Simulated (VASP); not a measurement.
# Zn3SbSe4 (I-42m) in VASP: notebook

Aim: see how the results for Zn3SbSe4 move with the level of theory and the settings. Levels: r2SCAN, r2SCAN+D3(BJ). Tasks: single point.

Program: VASP 6.6.1. These are calculated values, not measurements. Logs are shortened: lines on timing, memory, paths and dates and some standing lists are left out, and cuts for length are marked.

## (1) The cell of the first run

Symmetry: I-42m, No. 121, tetragonal system. Conventional cell: a = 5.713 Å, b = 5.713 Å, c = 11.384 Å, α = 90.00°, β = 90.00°, γ = 90.00°. Zn (site symmetry -42m) has 4 Se at 2.46 Å within 3.3 Å. Within 3.2 Å of Zn (site symmetry -4) lie 4 Se at 2.43 Å. Within 3.4 Å of Sb (site symmetry -42m) lie 4 Se at 2.56 Å. Within 3.2 Å of Se (site symmetry m) lie 3 Zn at 2.43 to 2.46 Å and 1 Sb at 2.56 Å.

## (2) Single point, r2SCAN

File POSCAR:

```
Zn3SbSe4
1.0
    0.0000000000      5.7131810000      0.0000000000
    5.7131810000      0.0000000000      0.0000000000
    2.8565900000      2.8565900000     -5.6920880000
Zn Sb Se
3 1 4
Direct
    0.5000000000      0.5000000000      0.0000000000
    0.7500000000      0.2500000000      0.5000000000
    0.2500000000      0.7500000000      0.5000000000
    0.0000000000      0.0000000000      0.0000000000
    0.6108100000      0.6108100000      0.2625800000
    0.3891900000      0.8733900000      0.7374200000
    0.1266100000      0.1266100000      0.2625800000
    0.8733900000      0.3891900000      0.7374200000
```

File INCAR.step1:

```
SYSTEM = Zn3SbSe4
PREC = Accurate ; ENCUT = 520
ISMEAR = 1 ; SIGMA = 0.0626
LREAL = .False. ; LASPH = .True.
NELM = 60 ; NBANDS = 42
GGA = PE ; ALGO = Normal
EDIFF = 1E-4 ; LWAVE = .True.
LCHARG = .False.
```

File INCAR.step2:

```
SYSTEM = Zn3SbSe4
PREC = Accurate ; ENCUT = 520
EDIFF = 1E-6 ; ISMEAR = 1
SIGMA = 0.0626 ; LREAL = .False.
LASPH = .True. ; NELM = 60
ALGO = Normal ; ISIF = 2
LWAVE = .False. ; LCHARG = .False.
METAGGA = R2SCAN ; LMIXTAU = .True.
NBANDS = 42 ; ISTART = 1
```

File KPOINTS:

```
Automatic mesh
0
Gamma
  4 4 4
  0 0 0
```

Potentials or basis: VASP PAW PBE potentials, release 64 (Zn, Sb, Se).

Started as:

```
$ cat potpaw_PBE.64/Zn/POTCAR potpaw_PBE.64/Sb/POTCAR potpaw_PBE.64/Se/POTCAR > POTCAR
$ cp INCAR.step1 INCAR
$ mpirun -np 1 vasp_std > vasp.out
$ cp INCAR.step2 INCAR
$ mpirun -np 1 vasp_std > vasp.out
```

OUTCAR:

```text
SYSTEM = Zn3SbSe4
   PREC = Accurate
   ENCUT = 520
   EDIFF = 1E-6
   ISMEAR = 1
   LREAL = .False.
   LASPH = .True.
   NELM = 60
   ISIF = 2
   METAGGA = R2SCAN
   ISTART = 1

 ion  position               nearest neighbor table
   1  0.500  0.500  0.000-   5 2.46   6 2.46   8 2.46   7 2.46
   2  0.750  0.250  0.500-   8 2.43   5 2.43   7 2.43   6 2.43
   3  0.250  0.750  0.500-   6 2.43   5 2.43   7 2.43   8 2.43
   4  0.000  0.000  0.000-   7 2.56   6 2.56   8 2.56   5 2.56
   5  0.611  0.611  0.263-   2 2.43   3 2.43   1 2.46   4 2.56
   6  0.389  0.873  0.737-   3 2.43   2 2.43   1 2.46   4 2.56
   7  0.127  0.127  0.263-   2 2.43   3 2.43   1 2.46   4 2.56
   8  0.873  0.389  0.737-   2 2.43   3 2.43   1 2.46   4 2.56

  LATTYP: Found a body centered tetragonal cell.
 ALAT       =     5.7131810000
 C/A-ratio  =     1.9926160225

  Lattice vectors:

 A1 = (  -2.8565900000,   2.8565910000,   5.6920880000)
 A2 = (   2.8565910000,  -2.8565900000,   5.6920880000)
 A3 = (   2.8565900000,   2.8565900000,  -5.6920880000)

Analysis of symmetry for initial positions (statically):
=====================================================================
 Subroutine PRICEL returns:
 Original cell was already a primitive cell.

 Routine SETGRP: Setting up the symmetry group for a
 body centered tetragonal supercell.

 Subroutine GETGRP returns: Found  8 space group operations
 (whereof  8 operations were pure point group operations)
 out of a pool of 16 trial point group operations.

The static configuration has the point symmetry D_2d.

Analysis of symmetry for dynamics (positions and initial velocities):
=====================================================================
 Subroutine PRICEL returns:
 Original cell was already a primitive cell.

 Routine SETGRP: Setting up the symmetry group for a
 body centered tetragonal supercell.

 Subroutine GETGRP returns: Found  8 space group operations
 (whereof  8 operations were pure point group operations)
 out of a pool of 16 trial point group operations.

The dynamic configuration has the point symmetry D_2d.

 Subroutine INISYM returns: Found  8 space group operations
 (whereof  8 operations are pure point group operations),
 and found     1 'primitive' translations

----------------------------------------------------------------------------------------

                                     Primitive cell

  volume of cell :     185.7922

  direct lattice vectors                    reciprocal lattice vectors
     0.000000000  5.713181000  0.000000000     0.000000000  0.175033838  0.087841213
     5.713181000  0.000000000  0.000000000     0.175033838  0.000000000  0.087841213
     2.856590000  2.856590000 -5.692088000     0.000000000  0.000000000 -0.175682456

  length of vectors
     5.713181000  5.713181000  6.979976981     0.195839024  0.195839024  0.175682456

  position of ions in fractional coordinates (direct lattice)
     0.500000000  0.500000000  0.000000000
     0.750000000  0.250000000  0.500000000
     0.250000000  0.750000000  0.500000000
     0.000000000  0.000000000  0.000000000
     0.610810000  0.610810000  0.262580000
     0.389190000  0.873390000  0.737420000
     0.126610000  0.126610000  0.262580000
     0.873390000  0.389190000  0.737420000

  ion indices of the primitive-cell ions
   primitive index   ion index
                 1           1
                 2           2
                 3           3
                 4           4
                 5           5
                 6           6
                 7           7
                 8           8

----------------------------------------------------------------------------------------

 KPOINTS: Automatic mesh

Automatic generation of k-mesh.
 Grid dimensions read from file:
 generate k-points for:    4    4    4

 Generating k-lattice:

  Cartesian coordinates                     Fractional coordinates (reciprocal lattice)
     0.000000000  0.043758460  0.021960303     0.250000000  0.000000000  0.000000000
     0.043758460  0.000000000  0.021960303     0.000000000  0.250000000  0.000000000
     0.000000000  0.000000000 -0.043920614     0.000000000  0.000000000  0.250000000

  Length of vectors
     0.048959756  0.048959756  0.043920614

  Shift w.r.t. Gamma in fractional coordinates (k-lattice)
     0.000000000  0.000000000  0.000000000

 Subroutine IBZKPT returns following result:
 ===========================================

 Found     13 irreducible k-points:

 Following reciprocal coordinates:
            Coordinates               Weight
  0.000000  0.000000  0.000000      1.000000
  0.250000  0.000000 -0.000000      8.000000
  0.500000  0.000000 -0.000000      4.000000
  0.250000  0.250000 -0.000000      8.000000
  0.500000  0.250000  0.000000     16.000000
 -0.250000  0.250000  0.000000      4.000000
  0.500000  0.500000 -0.000000      2.000000
  0.000000  0.000000  0.250000      2.000000
  0.500000  0.000000  0.250000      4.000000
 -0.250000  0.000000  0.250000      8.000000
  0.500000  0.500000  0.250000      2.000000
 -0.250000 -0.250000  0.250000      4.000000
  0.000000  0.000000  0.500000      1.000000
   k-points           NKPTS =     13   k-points in BZ     NKDIM =     13   number of bands    NBANDS=     42
   number of dos      NEDOS =    301   number of ions     NIONS =      8
   total plane-waves  NPLWV =  95256
   dimension x,y,z NGX =    42 NGY =   42 NGZ =   54
   dimension x,y,z NGXF=    84 NGYF=   84 NGZF=  108
   ions per type =               3   1   4
   NGX,Y,Z   is equivalent  to a cutoff of  12.22, 12.22, 12.86 a.u.
   NGXF,Y,Z  is equivalent  to a cutoff of  24.44, 24.44, 25.72 a.u.
 SYSTEM =  Zn3SbSe4
   PREC   = accura    normal or accurate (medium, high low for compatibility)
   ISTART =      1    job   : 0-new  1-cont  2-samecut
   ICHARG =      0    charge: 1-file 2-atom 10-const
   ISPIN  =      1    spin polarized calculation?
   LNONCOLLINEAR =      F non collinear calculations
   LSORBIT =      F    spin-orbit coupling
   LASPH  =      T    aspherical Exc in radial PAW
   ENCUT  =  520.0 eV  38.22 Ry    6.18 a.u.  10.62 10.62 12.98*2*pi/ulx,y,z
   NELM   =     60;   NELMIN=  2; NELMDL=  0     # of ELM steps
   EDIFF  = 0.1E-05   stopping-criterion for ELM
   LREAL  =      F    real-space projection
   EDIFFG = 0.1E-04   stopping-criterion for IOM
   NSW    =      0    number of steps for IOM
   IBRION =     -1    ionic relax: 0-MD 1-quasi-New 2-CG
   NFREE  =      0    steps in history (QN), initial steepest desc. (CG)
   ISIF   =      2    stress and relaxation
   ISYM   =      2    0-nonsym 1-usesym 2-fastsym
   POTIM  = 0.5000    time-step for ionic-motion
   TEBEG  =    0.0;   TEEND  =   0.0 temperature during run
   PSTRESS=    0.0 pullay stress
   NELECT =      65.0000    total number of electrons
   NUPDOWN=      -1.0000    fix difference up-down
   EMIN   =  10.00;   EMAX   =-10.00  energy-range for DOS
   EFERMI =   0.00;   METHOD = LEGACY
   ISMEAR =     1;   SIGMA  =   0.06  broadening in eV -4-tet -1-fermi 0-gaus
   EFERMI_NEDOS =   21; number of points for ismear=-14 and -15
   IALGO  =     38    algorithm
   IMIX   =      4    mixing-type and parameters
     AMIX     =   0.40;   BMIX     =  1.00
     AMIX_MAG =   1.60;   BMIX_MAG =  1.00
  volume/ion in A,a.u.               =      23.22       156.72
  Fermi-wavevector in a.u.,A,eV,Ry     =   1.153551  2.179895 18.104996  1.330680
  Thomas-Fermi vector in A             =   2.290194
   LORBIT       =      0    0 simple, 1 ext, 2 COOP (PROOUT), +10 PAW based schemes
   METAGGA = R2SCAN    functional components
   LHFCALC =     F    Hartree Fock is set to
   AEXX    =    0.0000 exact exchange contribution
   IVDW    =     0    specifies the selected vdW correction
   LEPSILON=     F    determine dielectric tensor
   LRPA    =     F    only Hartree local field effects (RPA)
 non-spin polarized calculation
 Methfessel and Paxton  Order N= 1 SIGMA  =   0.06
  energy-cutoff  :      520.00
  volume of cell :      185.79
 maximum number of plane-waves:      5026
   NGX = 21   NGY = 21   NGZ = 25

 number of electron      64.9999949 magnetization

 Free energy of the ion-electron system (eV)
  ---------------------------------------------------
  ext. energy  EPLUGINS =         0.00000000
  ---------------------------------------------------
  free energy    TOTEN  =      -111.57306918 eV

  energy without entropy =     -111.57133723  energy(sigma->0) =     -111.57249186

 E-fermi :   5.1362     XC(G=0): -10.0233

 val. band max:        5.1251486667   @ k =  -0.2500   0.0000   0.2500
 cond. band min:       5.1652151515   @ k =  -0.2500  -0.2500   0.2500
 fundamental gap:      0.0400664848
 Fermi energy:         5.1362024377

 k-point     1 :       0.0000    0.0000    0.0000
  band No.  band energies     occupation
      1     -11.8993      2.00000
      2     -10.4617      2.00000
      3     -10.4580      2.00000
      4     -10.4579      2.00000
      5      -6.2403      2.00000
      6      -4.2572      2.00000
[... 34 lines left out ...]
     41       8.5229      0.00000
     42       9.3520      0.00000

 k-point     2 :       0.2500    0.0000   -0.0000
  band No.  band energies     occupation
      1     -11.7134      2.00000
      2     -10.6338      2.00000
      3     -10.5341      2.00000
      4     -10.5004      2.00000
      5      -6.1342      2.00000
      6      -4.2494      2.00000
[... 34 lines left out ...]
     41       8.7529      0.00000
     42       9.0938      0.00000

 k-point     3 :       0.5000    0.0000   -0.0000
  band No.  band energies     occupation
      1     -11.3809      2.00000
      2     -10.9739      2.00000
      3     -10.5963      2.00000
      4     -10.5390      2.00000
      5      -6.0229      2.00000
      6      -4.2415      2.00000
[... 402 lines left out ...]
      4     -10.6175      2.00000
      5      -6.0668      2.00000
      6      -4.2439      2.00000
[... 34 lines left out ...]
     41       9.1702      0.00000
     42       9.2779      0.00000

 k-point    13 :       0.0000    0.0000    0.5000
  band No.  band energies     occupation
      1     -11.4474      2.00000
      2     -11.1022      2.00000
      3     -10.4673      2.00000
      4     -10.4673      2.00000
      5      -6.1649      2.00000
      6      -4.2463      2.00000
[... 34 lines left out ...]
     41       8.8851      0.00000
     42      10.1385      0.00000

------------------------ aborting loop because EDIFF is reached ----------------------------------------

  FORCE on cell =-STRESS in cart. coord.  units (eV):
  Direction    XX          YY          ZZ          XY          YZ          ZX
  --------------------------------------------------------------------------------------
  -------------------------------------------------------------------------------------
  Total       10.7595679     10.7595679     11.8695922      0.0000000      0.0000010      0.0000010
  in kB       92.7850146     92.7850146    102.3572969      0.0000000      0.0000090      0.0000090
  external PRESSURE =      95.9757754 kB  Pullay stress =       0.0000000 kB

 VOLUME and BASIS-vectors are now :
 -----------------------------------------------------------------------------
  energy-cutoff  :      520.00
  volume of cell :      185.79
      direct lattice vectors                 reciprocal lattice vectors
     0.000000000  5.713181000  0.000000000     0.000000000  0.175033838  0.087841213
     5.713181000  0.000000000  0.000000000     0.175033838  0.000000000  0.087841213
     2.856590000  2.856590000 -5.692088000     0.000000000  0.000000000 -0.175682456

 POSITION                                       TOTAL-FORCE (eV/Angst)
 -----------------------------------------------------------------------------------
      2.85659      2.85659      0.00000        -0.000000     -0.000000      0.000000
      2.85659      5.71318     -2.84604        -0.000000     -0.000000      0.000000
      5.71318      2.85659     -2.84604        -0.000000     -0.000000      0.000000
      0.00000      0.00000      0.00000        -0.000000     -0.000000      0.000000
      4.23975      4.23975     -1.49463        -1.375577     -1.375577     -1.081872
      7.09634      4.33002     -4.19746        -1.375577      1.375577      1.081872
      1.47343      1.47343     -1.49463         1.375577      1.375577     -1.081872
      4.33002      7.09634     -4.19746         1.375577     -1.375577      1.081872
 -----------------------------------------------------------------------------------
    total drift:                                0.000068      0.000068     -0.000340

  FREE ENERGIE OF THE ION-ELECTRON SYSTEM (eV)
  ---------------------------------------------------
  free  energy   TOTEN  =      -111.5730691780 eV

  energy  without entropy=     -111.5713372319  energy(sigma->0) =     -111.57249186
```

Run time: 3.6 min. Hardware: 1 thread of Intel Xeon 6975P-C (Granite Rapids), shared host; peak memory 0.38 GiB.

Results:

```
Free energy            : -111.5731 eV
Pressure               : 9.6 GPa
Largest force          : 2.226 eV/Å
Band gap on the k mesh : zero (an odd number of electrons rules out a gap without spin polarisation)
```

Forces on the atoms (eV/Å):
```
Zn   0.000  0.000  0.000
Zn   0.000  0.000  0.000
Zn   0.000  0.000  0.000
Sb   0.000  0.000  0.000
Se  -1.376 -1.376 -1.082
Se  -1.376  1.376  1.082
Se   1.376  1.376 -1.082
Se   1.376 -1.376  1.082
```

Caveat: the cell stands under pressure; the PAW data sets were made with another functional, which shifts forces and pressure a little; spin-orbit coupling is left out, which moves the levels of the heavy elements.

## (3) Single point, r2SCAN+D3(BJ)

POSCAR is that of step 2.

File INCAR.step1:

```
PREC = Accurate
ENCUT = 520
ISMEAR = 1
SIGMA = 0.01
LREAL = F
LASPH = T
NELM = 80
NBANDS = 42
GGA = PE
ALGO = Normal
EDIFF = 1E-4
LWAVE = T
LCHARG = F
```

File INCAR.step2:

```
PREC = Accurate
ENCUT = 520
EDIFF = 1E-7
ISMEAR = 1
SIGMA = 0.01
LREAL = F
LASPH = T
NELM = 80
ALGO = Normal
ISIF = 2
LWAVE = F
LCHARG = F
METAGGA = R2SCAN
LMIXTAU = T
IVDW = 12
VDW_S6 = 1.0
VDW_S8 = 0.78981345
VDW_A1 = 0.49484001
VDW_A2 = 5.73083694
NBANDS = 42
ISTART = 1
```

File KPOINTS:

```
Automatic mesh
0
Gamma
  4 4 4
```

Potentials or basis: VASP PAW PBE potentials, release 64 (Zn, Sb, Se).

Started as:

```
$ cat potpaw_PBE.64/Zn/POTCAR potpaw_PBE.64/Sb/POTCAR potpaw_PBE.64/Se/POTCAR > POTCAR
$ cp INCAR.step1 INCAR
$ mpirun -np 1 vasp_std > vasp.out
$ cp INCAR.step2 INCAR
$ mpirun -np 1 vasp_std > vasp.out
```

It took 3.7 min on 1 thread of Intel Xeon 6975P-C (Granite Rapids), shared host; peak memory 0.38 GiB.

It converged, with:

* Free energy: -112.9186 eV
* Pressure: 8.4 GPa
* Largest force: 2.230 eV/Å
* Band gap on the k mesh: zero (an odd number of electrons rules out a gap without spin polarisation)
* Dispersion energy per atom: -0.168 eV

Forces in eV/Å, atoms in the order of the input:
```
Zn   0.000  0.000  0.000
Zn   0.000  0.000  0.000
Zn   0.000  0.000  0.000
Sb   0.000  0.000  0.000
Se  -1.377 -1.377 -1.088
Se  -1.377  1.377  1.088
Se   1.377  1.377 -1.088
Se   1.377 -1.377  1.088
```

Stress tensor (GPa, compression positive):
```
8.10 0.00 0.00
0.00 8.10 0.00
0.00 0.00 9.08
```

Levels at points of the mesh, in eV from the Fermi level:
| k point | band 29 | band 30 | band 31 | band 32 | band 33 | band 34 | band 35 | band 36 | band 37 | band 38 |
| --- | --- | --- | --- | --- | --- | --- | --- | --- | --- | --- |
| (0.00, 0.00, 0.00) | -3.20 | -3.20 | -3.20 | -2.64 | -0.64 | 0.14 | 0.99 | 0.99 | 2.01 | 2.14 |
| (0.50, 0.00, 0.00) | -4.75 | -4.32 | -4.02 | -1.04 | 0.43 | 0.60 | 1.61 | 1.74 | 2.25 | 2.25 |
| (0.50, 0.50, 0.00) | -3.98 | -3.91 | -3.72 | -2.29 | -0.35 | 0.05 | 1.27 | 1.71 | 2.09 | 2.40 |
| (0.00, 0.00, 0.50) | -4.54 | -4.38 | -4.38 | -1.74 | -0.58 | -0.58 | -0.30 | 0.94 | 1.13 | 1.43 |

Caveat: the cell stands under pressure; the PAW data sets were made with another functional, which shifts forces and pressure a little; spin-orbit coupling is left out, which moves the levels of the heavy elements.

The gap in the log of VASP goes by the Fermi energy; the results here count the filled bands.